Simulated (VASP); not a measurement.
# Si16O (a cell with a defect) in VASP: molecular dynamics with PBE+D3(BJ)

Aim: the molecular dynamics of Si16O (a cell with a defect) with PBE+D3(BJ).

Program: VASP 6.6.1. These are calculated values, not measurements. Logs are shortened: lines on timing, memory, paths and dates and some standing lists are left out, and cuts for length are marked.

## (1) The cell of the first run

The cell holds a defect, 17 atoms: a = 7.679 Å, b = 7.679 Å, c = 7.679 Å, α = 60.00°, β = 60.00°, γ = 60.00°.

## (2) Molecular dynamics, PBE+D3(BJ), collinear spin, zero start

Contents of INCAR:

```
SYSTEM = Si16O
ALGO = Normal
EDIFF = 1E-5
ENCUT = 520
GGA = PE
IBRION = 0
ISIF = 2
ISMEAR = -1
ISPIN = 2
ISYM = 0
IVDW = 12
KPAR = 2
LANGEVIN_GAMMA = 10 10
LASPH = .True.
LCHARG = .False.
LORBIT = 11
LREAL = Auto
LWAVE = .False.
MAGMOM = 0 0 0 0 0 0 0 0 0 0 0 0 0 0 0 0 0
MDALGO = 3
NCORE = 2
NELM = 150
NELMIN = 4
NSW = 40
POTIM = 1.5
PREC = Accurate
RANDOM_SEED = 615080 0 0
SIGMA = 0.05
TEBEG = 600.0
TEEND = 600.0
```

Contents of KPOINTS:

```
k-points
0
Gamma
  2 2 2
  0 0 0
```

Contents of POSCAR:

```
Si16O
1.0
    0.0000000000      5.4300000000      5.4300000000
    5.4300000000      0.0000000000      5.4300000000
    5.4300000000      5.4300000000      0.0000000000
Si O
16 1
Direct
   -0.0018584900     -0.0045352900      0.0017382200
    0.1248586200      0.1232547600      0.1219132900
   -0.0155069500      0.0005038700      0.4960902000
    0.0720191300      0.1528447600      0.6299427700
    0.0165930500      0.4970494400     -0.0038447900
    0.1763379700      0.6203911800      0.0861086500
    0.0476989600      0.5085689500      0.4569249600
    0.1317614900      0.6244641900      0.6227633500
    0.4991172900      0.0017781800     -0.0006220000
    0.6224527200      0.1244390800      0.1282323400
    0.4440051300      0.0408002200      0.5031304300
    0.6089521800      0.1270104000      0.6252685300
    0.5474892200      0.4960403800     -0.0276267600
    0.6412826900      0.6279373400      0.1205932600
    0.5011452800      0.5004201000      0.4962785100
    0.5782055200      0.6692779900      0.6151324100
    0.8132521900      0.6940046500      0.4391680300
```

Potentials or basis: VASP PAW PBE potentials, release 64 (Si, O).

The run is started by

```bash
$ cat potpaw_PBE.64/Si/POTCAR potpaw_PBE.64/O/POTCAR > POTCAR
$ mpirun -np 4 vasp_std > vasp.out
```

OUTCAR:

```text
SYSTEM = Si16O
   EDIFF = 1E-5
   ENCUT = 520
   GGA = PE
   IBRION = 0
   ISIF = 2
   ISMEAR = -1
   ISPIN = 2
   ISYM = 0
   IVDW = 12
   LASPH = .True.
   LORBIT = 11
   LREAL = Auto
   NELM = 150
   NELMIN = 4
   NSW = 40
   POTIM = 1.5
   PREC = Accurate
   TEBEG = 600.0
 IVDW          = 12

 ion  position               nearest neighbor table
   1  0.998  0.995  0.002-   2 2.35   4 2.36  10 2.36   6 2.38
   2  0.125  0.123  0.122-   5 2.35   9 2.35   3 2.35   1 2.35
   3  0.984  0.001  0.496-   2 2.35  12 2.35   4 2.36   8 2.36
   4  0.072  0.153  0.630-   7 2.32  11 2.33   1 2.36   3 2.36
   5  0.017  0.497  0.996-   8 2.34   2 2.35  14 2.35   6 2.35
   6  0.176  0.620  0.086-   7 2.33  13 2.33   5 2.35   1 2.38
   7  0.048  0.509  0.457-  17 1.67   8 2.32   4 2.32   6 2.33  16 2.94
   8  0.132  0.624  0.623-   7 2.32  15 2.32   5 2.34   3 2.36
   9  0.499  0.002  0.999-   2 2.35  14 2.35  12 2.35  10 2.35
  10  0.622  0.124  0.128-   9 2.35  13 2.35   1 2.36  11 2.38
  11  0.444  0.041  0.503-  16 2.33   4 2.33  12 2.36  10 2.38
  12  0.609  0.127  0.625-  15 2.34   9 2.35   3 2.35  11 2.36
  13  0.547  0.496  0.972-  16 2.32   6 2.33  10 2.35  14 2.35
  14  0.641  0.628  0.121-   9 2.35   5 2.35  13 2.35  15 2.36
  15  0.501  0.500  0.496-  16 2.31   8 2.32  12 2.34  14 2.36
  16  0.578  0.669  0.615-  17 1.66  15 2.31  13 2.32  11 2.33   7 2.94
  17  0.813  0.694  0.439-  16 1.66   7 1.67

IMPORTANT INFORMATION: All symmetrisations will be switched off!
NOSYMM: (Re-)initialisation of all symmetry stuff for point group C_1.

----------------------------------------------------------------------------------------

                                     Primitive cell

  volume of cell :     320.2060

  direct lattice vectors                    reciprocal lattice vectors
     0.000000000  5.430000000  5.430000000    -0.092081031  0.092081031  0.092081031
     5.430000000  0.000000000  5.430000000     0.092081031 -0.092081031  0.092081031
     5.430000000  5.430000000  0.000000000     0.092081031  0.092081031 -0.092081031

  length of vectors
     7.679179644  7.679179644  7.679179644     0.159489025  0.159489025  0.159489025

  position of ions in fractional coordinates (direct lattice)
     0.998141510  0.995464710  0.001738220
     0.124858620  0.123254760  0.121913290
     0.984493050  0.000503870  0.496090200
     0.072019130  0.152844760  0.629942770
     0.016593050  0.497049440  0.996155210
     0.176337970  0.620391180  0.086108650
[... 9 lines left out ...]
     0.578205520  0.669277990  0.615132410
     0.813252190  0.694004650  0.439168030

  ion indices of the primitive-cell ions
   primitive index   ion index
                 1           1
                 2           2
                 3           3
                 4           4
                 5           5
                 6           6
[... 9 lines left out ...]
                16          16
                17          17

----------------------------------------------------------------------------------------

 KPOINTS: k-points

Automatic generation of k-mesh.
 Grid dimensions read from file:
 generate k-points for:    2    2    2

 Generating k-lattice:

  Cartesian coordinates                     Fractional coordinates (reciprocal lattice)
    -0.046040516  0.046040516  0.046040516     0.500000000  0.000000000  0.000000000
     0.046040516 -0.046040516  0.046040516     0.000000000  0.500000000  0.000000000
     0.046040516  0.046040516 -0.046040516     0.000000000  0.000000000  0.500000000

  Length of vectors
     0.079744512  0.079744512  0.079744512

  Shift w.r.t. Gamma in fractional coordinates (k-lattice)
     0.000000000  0.000000000  0.000000000

 Subroutine IBZKPT returns following result:
 ===========================================

 Found      8 irreducible k-points:

 Following reciprocal coordinates:
            Coordinates               Weight
  0.000000  0.000000  0.000000      1.000000
  0.500000  0.000000  0.000000      1.000000
  0.000000  0.500000  0.000000      1.000000
  0.000000  0.000000  0.500000      1.000000
  0.500000  0.500000  0.500000      1.000000
  0.500000  0.500000  0.000000      1.000000
  0.000000  0.500000  0.500000      1.000000
  0.500000  0.000000  0.500000      1.000000
   k-points           NKPTS =      8   k-points in BZ     NKDIM =      8   number of bands    NBANDS=     44
   number of dos      NEDOS =    301   number of ions     NIONS =     17
   total plane-waves  NPLWV = 216000
   dimension x,y,z NGX =    60 NGY =   60 NGZ =   60
   dimension x,y,z NGXF=   120 NGYF=  120 NGZF=  120
   ions per type =              16   1
   NGX,Y,Z   is equivalent  to a cutoff of  12.99, 12.99, 12.99 a.u.
   NGXF,Y,Z  is equivalent  to a cutoff of  25.98, 25.98, 25.98 a.u.
 SYSTEM =  Si16O
   PREC   = accura    normal or accurate (medium, high low for compatibility)
   ISTART =      0    job   : 0-new  1-cont  2-samecut
   ICHARG =      2    charge: 1-file 2-atom 10-const
   ISPIN  =      2    spin polarized calculation?
   LNONCOLLINEAR =      F non collinear calculations
   LSORBIT =      F    spin-orbit coupling
   LASPH  =      T    aspherical Exc in radial PAW
   ENCUT  =  520.0 eV  38.22 Ry    6.18 a.u.  14.28 14.28 14.28*2*pi/ulx,y,z
   NELM   =    150;   NELMIN=  4; NELMDL= -5     # of ELM steps
   EDIFF  = 0.1E-04   stopping-criterion for ELM
   LREAL  =      T    real-space projection
   EDIFFG = 0.1E-03   stopping-criterion for IOM
   NSW    =     40    number of steps for IOM
   IBRION =      0    ionic relax: 0-MD 1-quasi-New 2-CG
   NFREE  =      0    steps in history (QN), initial steepest desc. (CG)
   ISIF   =      2    stress and relaxation
   ISYM   =      0    0-nonsym 1-usesym 2-fastsym
   POTIM  = 1.5000    time-step for ionic-motion
   TEBEG  =  600.0;   TEEND  = 600.0 temperature during run
   PSTRESS=    0.0 pullay stress
   NELECT =      70.0000    total number of electrons
   NUPDOWN=      -1.0000    fix difference up-down
   EMIN   =  10.00;   EMAX   =-10.00  energy-range for DOS
   EFERMI =   0.00;   METHOD = LEGACY
   ISMEAR =    -1;   SIGMA  =   0.05  broadening in eV -4-tet -1-fermi 0-gaus
   EFERMI_NEDOS =   21; number of points for ismear=-14 and -15
   IALGO  =     38    algorithm
   IMIX   =      4    mixing-type and parameters
     AMIX     =   0.40;   BMIX     =  1.00
     AMIX_MAG =   1.60;   BMIX_MAG =  1.00
  volume/ion in A,a.u.               =      18.84       127.11
  Fermi-wavevector in a.u.,A,eV,Ry     =   0.986199  1.863645 13.232857  0.972588
  Thomas-Fermi vector in A             =   2.117562
   LORBIT       =     11    0 simple, 1 ext, 2 COOP (PROOUT), +10 PAW based schemes
   GGA     = PE    functional components
   LHFCALC =     F    Hartree Fock is set to
   AEXX    =    0.0000 exact exchange contribution
   IVDW    =    12    specifies the selected vdW correction
   LEPSILON=     F    determine dielectric tensor
   LRPA    =     F    only Hartree local field effects (RPA)
 molecular dynamics for ions
 spin polarized calculation
  energy-cutoff  :      520.00
  volume of cell :      320.21
 maximum number of plane-waves:      8646
 NGX is ok and might be reduce to    60
   NGX = 29   NGY = 29   NGZ = 29

--------------------------------------- Ionic step        1  -------------------------------------------

 number of electron      70.0000002 magnetization       0.0000002

 number of electron      70.0000002 magnetization      -0.0000002

 Free energy of the ion-electron system (eV)
  ---------------------------------------------------
  ext. energy  EPLUGINS =         0.00000000
  ---------------------------------------------------
  free energy    TOTEN  =       -92.69516075 eV

  energy without entropy =      -92.69374907  energy(sigma->0) =      -92.69445491

------------------------ aborting loop because EDIFF is reached ----------------------------------------

 Edisp (eV)   -5.21746

 E8    (eV) :    -2.1449
[... 178 lines left out ...]
  ENERGY OF THE ELECTRON-ION-THERMOSTAT SYSTEM (eV)
  ---------------------------------------------------
% ion-electron   TOTEN  =       -97.866622  see above
  kinetic energy EKIN   =         1.199469
  kin. lattice  EKIN_LAT=         0.000000  (temperature  545.85 K)
  nose potential ES     =         0.000000
  nose kinetic   EPS    =         0.000000
  ---------------------------------------------------
  total energy   ETOTAL =       -96.667153 eV

[... ionic steps 4 to 37 ...]

--------------------------------------- Ionic step       38  -------------------------------------------

 number of electron      69.9999997 magnetization      -0.0000000

 number of electron      69.9999997 magnetization       0.0000001
[... 127 lines left out ...]
--------------------------------------- Ionic step       40  -------------------------------------------

 number of electron      69.9999996 magnetization       0.0000000

 Free energy of the ion-electron system (eV)
  ---------------------------------------------------
  ext. energy  EPLUGINS =         0.00000000
  ---------------------------------------------------
  free energy    TOTEN  =       -91.73596949 eV

  energy without entropy =      -91.73476929  energy(sigma->0) =      -91.73536939

 E-fermi :   6.2416     XC(G=0):  -9.5645

 val. band max:        5.9969285328   @ k =   0.0000   0.0000   0.0000
 cond. band min:       6.4888049626   @ k =   0.0000   0.0000   0.0000
 fundamental gap:      0.4918764299
 Fermi energy:         6.2416196514

 spin component 1

 k-point     1 :       0.0000    0.0000    0.0000
  band No.  band energies     occupation
      1     -14.9064      1.00000
      2      -5.7741      1.00000
      3      -4.4623      1.00000
      4      -3.7295      1.00000
      5      -3.5388      1.00000
      6      -3.2827      1.00000
[... 365 lines left out ...]
     43       9.0828      0.00000
     44       9.4617      0.00000
 Fermi energy:         6.2416196514

 spin component 2

 k-point     1 :       0.0000    0.0000    0.0000
  band No.  band energies     occupation
      1     -14.9064      1.00000
      2      -5.7741      1.00000
      3      -4.4623      1.00000
      4      -3.7295      1.00000
      5      -3.5388      1.00000
      6      -3.2827      1.00000
[... 419 lines left out ...]
  ENERGY OF THE ELECTRON-ION-THERMOSTAT SYSTEM (eV)
  ---------------------------------------------------
% ion-electron   TOTEN  =       -96.958907  see above
  kinetic energy EKIN   =         0.699571
  kin. lattice  EKIN_LAT=         0.000000  (temperature  318.36 K)
  nose potential ES     =         0.000000
  nose kinetic   EPS    =         0.000000
  ---------------------------------------------------
  total energy   ETOTAL =       -96.259336 eV

 total charge

# of ion       s       p       d       tot
------------------------------------------
    1        0.748   0.930   0.000   1.677
    2        0.740   0.921   0.000   1.661
    3        0.745   0.912   0.000   1.657
    4        0.748   0.959   0.000   1.707
    5        0.745   0.937   0.000   1.681
    6        0.750   0.944   0.000   1.694
[... 9 lines left out ...]
   16        0.745   0.893   0.000   1.638
   17        1.583   3.602   0.000   5.185
--------------------------------------------------
tot         13.533  18.609   0.000  32.142

 magnetization (x)

# of ion       s       p       d       tot
------------------------------------------
    1       -0.000  -0.000   0.000  -0.000
    2        0.000   0.000   0.000   0.000
    3        0.000   0.000   0.000   0.000
    4       -0.000  -0.000   0.000  -0.000
    5       -0.000  -0.000   0.000  -0.000
    6        0.000   0.000   0.000   0.000
[... 9 lines left out ...]
   16       -0.000  -0.000   0.000  -0.000
   17       -0.000   0.000   0.000   0.000
--------------------------------------------------
tot         -0.000  -0.000   0.000  -0.000
```

Wall time 21 min (4 MPI ranks of Intel Xeon Platinum 8488C (Sapphire Rapids), shared host); peak memory 0.6 GiB.

What came out:

* Valence electrons inside the program's atomic spheres: Si 1.68, 1.66, 1.71, 1.69, 1.67, 1.70, 1.73, 1.72, 1.64 (each value once); O 5.18
* Dispersion energy per atom: -0.307 eV

Caveat: the k points lie up to 0.50 Å⁻¹ apart.
